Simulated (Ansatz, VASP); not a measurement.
One calculation of Re, two programs

File INCAR:

```
SYSTEM = Re
ALGO = Fast
EDIFF = 1E-6
EDIFFG = -0.01
ENCUT = 600
GGA = PE
IBRION = 2
ISIF = 3
ISMEAR = -1
IVDW = 12
LASPH = .TRUE.
LCHARG = .FALSE.
LREAL = .FALSE.
LWAVE = .FALSE.
NELM = 80
NSW = 60
PREC = Accurate
SIGMA = 0.05
```

KPOINTS

```
k-points
0
G
  11 11 6
  0 0 0
```

Contents of POSCAR:

```
Re
1.0
    2.7608000000      0.0000000000      0.0000000000
   -1.3804000000      2.3909229348      0.0000000000
    0.0000000000      0.0000000000      4.4582000000
Re
2
Direct
    0.6666666667      0.3333333333      0.7500000000
    0.3333333333      0.6666666667      0.2500000000
```

The input input.yaml:

```yaml
crystal:
  lattice:
    - [2.7608, 0.0, 0.0]
    - [-1.3804, 2.3909229348, 0.0]
    - [0.0, 0.0, 4.4582]
  atoms:
    - { symbol: Re, position: [0.6666666667, 0.3333333333, 0.75] }
    - { symbol: Re, position: [0.3333333333, 0.6666666667, 0.25] }
hamiltonian:
  xc: pbe
  pseudopotentials: { kind: paw }
  dispersion: d3bj
kpoints:
  mp_grid: { grid: [11, 11, 6] }
scf:
  occupations: { method: fermi_dirac, width: 0.05 }
output:
  forces: true
  stress: true
  eigenvalues: true
relax:
  f_tol: 0.01
  max_steps: 40
  cell: { stress_tol: 0.05 }
```

Alike in both runs: task relaxation of cell and atoms; functional PBE; dispersion D3(BJ); k mesh 11 × 11 × 6; occupations fermi-dirac, width 0.05 eV; no spin polarisation.

```csv
,VASP,Ansatz
version,VASP 6.6.1,Ansatz 0.2.0
potentials or method,"VASP PAW PBE potentials, release 64 (Re)",Ansatz PAW
plane-wave cutoff (eV),600,420
valence electrons in the cell,14,30
```

VASP gave:

| Quantity | Value |
| --- | --- |
| gap on the k mesh at the Fermi level, each at its own relaxed structure (eV) | none |
| relaxed volume (Å³/atom) | 14.65 |
| relaxed length of the cell vector where the two differ most in proportion (Å) | 4.452 |

What did Ansatz give for the same quantities?

gap on the k mesh at the Fermi level, each at its own relaxed structure (eV): none; relaxed volume (Å³/atom): 14.66; relaxed length of the cell vector where the two differ most in proportion (Å): 4.455.

A gap of «none» marks a metal or a gap that the smearing closes. VASP's potentials hold 14 valence electrons a cell and Ansatz's 30, so a difference there can come from the potentials and not from the codes.

Spin-orbit coupling is off throughout. Noted on Ansatz's run: the plane-wave basis is chosen anew once the cell has moved, so the energies of steps on either side of that aren't comparable.
